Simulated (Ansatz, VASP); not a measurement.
## SrLi2SnSe4 in VASP and in Ansatz

```
CELL_PARAMETERS angstrom
-3.51888 3.51888 4.15230
3.51888 -3.51888 4.15230
3.51888 3.51888 -4.15230
ATOMIC_POSITIONS crystal
Sn 0.00000 0.00000 0.00000
Sr 0.50000 0.50000 0.00000
Li 0.25000 0.75000 0.50000
Li 0.75000 0.25000 0.50000
Se 0.03413 0.03413 0.41656
Se 0.96587 0.38243 0.00000
Se 0.61757 0.61757 0.58344
Se 0.38243 0.96587 0.00000
```

Alike in both runs: functional r2SCAN; k mesh 4 × 4 × 4; no spin polarisation.

Ansatz relaxed the structure, and its values are those at the end. VASP's run is a single point on that final structure, the one shown.

```csv
,VASP,Ansatz
version,VASP 6.6.1,Ansatz 0.2.0
potentials or method,"VASP PAW PBE potentials, release 64 (Sn_d, Sr_sv, Li_sv, Se), cutoff 520 eV",PAW plane waves
occupations,"methfessel-paxton of order 1, width 0.0134 eV","cold, width 0.0134 eV"
valence electrons in the cell,54,94
```

|  | VASP | Ansatz | Ansatz less VASP |
| --- | --- | --- | --- |
| gap on the k mesh at the Fermi level (eV) | 2.09 | 2.09 | -0.002 |
| rms of the force components (eV/Å) | 0.003 | 0.001 | -0.0022 |

VASP's potentials were made for PBE, not for r2SCAN. VASP's potentials hold 54 valence electrons a cell and Ansatz's 94, so a difference there can come from the potentials and not from the codes.

Noted on VASP's run: the cutoff is short for stress, so the pressure is rough.
